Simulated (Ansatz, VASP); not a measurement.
## One calculation of LiCl, two programs

File POSCAR:

```
LiCl
1.0
    0.0000000000      2.5491910000      2.5491910000
    2.5491910000      0.0000000000      2.5491910000
    2.5491910000      2.5491910000      0.0000000000
Li Cl
1 1
Direct
    0.0000000000      0.0000000000      0.0000000000
    0.5000000000      0.5000000000      0.5000000000
```

The input INCAR.step1:

```
SYSTEM = LiCl
  ALGO = Normal
  EDIFF = 1E-4
  ENCUT = 520
  GGA = PE
  ISMEAR = -5
  LASPH = .TRUE.
  LCHARG = .FALSE.
  LREAL = .FALSE.
  LWAVE = .TRUE.
  NBANDS = 12
  NELM = 80
  PREC = Accurate
  SIGMA = 0.1
```

Contents of INCAR.step2:

```
SYSTEM = LiCl
  ALGO = Normal
  EDIFF = 1E-6
  ENCUT = 520
  ISIF = 2
  ISMEAR = -5
  ISTART = 1
  LASPH = .TRUE.
  LCHARG = .TRUE.
  LELF = .TRUE.
  LMIXTAU = .TRUE.
  LREAL = .FALSE.
  LVHAR = .TRUE.
  LWAVE = .FALSE.
  METAGGA = R2SCAN
  NBANDS = 12
  NELM = 80
  PREC = Accurate
  SIGMA = 0.1
```

KPOINTS

```
k-points
0
G
  6 6 6
  0 0 0
```

Input for Ansatz:

```yaml
crystal:
  lattice:
    - [0.0, 2.549191, 2.549191]
    - [2.549191, 0.0, 2.549191]
    - [2.549191, 2.549191, 0.0]
  atoms:
    - { symbol: Li, position: [0.0, 0.0, 0.0] }
    - { symbol: Cl, position: [0.5, 0.5, 0.5] }
  symmetry: { tolerance: 0.0003 }
kpoints:
  mp_grid: { grid: [6, 6, 6], shift: [0, 0, 0] }
magnetization:
  spin_polarized: false
scf:
  occupations: { method: tetrahedron }
  n_extra_bands: 1
hamiltonian:
  pseudopotentials: { kind: paw }
  xc: r2scan
basis:
  ecutwfc: 500
output:
  forces: true
  stress: true
  eigenvalues: true
  write_density: true
  write_potential: true
  elf: true
  volumetric_format: npy
accuracy: medium
```

Alike in both runs: task single point; functional r2SCAN; k mesh 6 × 6 × 6; occupations tetrahedron; no spin polarisation.

|  | VASP | Ansatz |
| --- | --- | --- |
| version | VASP 6.6.1 | Ansatz 0.2.0 |
| potentials or method | VASP PAW PBE potentials, release 64 (Li_sv, Cl), cutoff 520 eV | PAW plane waves |
| valence electrons in the cell | 10 | 10 |

|  | VASP | Ansatz | Ansatz less VASP |
| --- | --- | --- | --- |
| gap on the k mesh at the Fermi level (eV) | 7.41 | 7.34 | -0.070 |

VASP's potentials were made for PBE, not for r2SCAN. Ansatz's warnings: band table not solved further, tetrahedron derivatives may miss energy slope.

Noted on VASP's run: the cutoff is short for stress, so the pressure is rough.
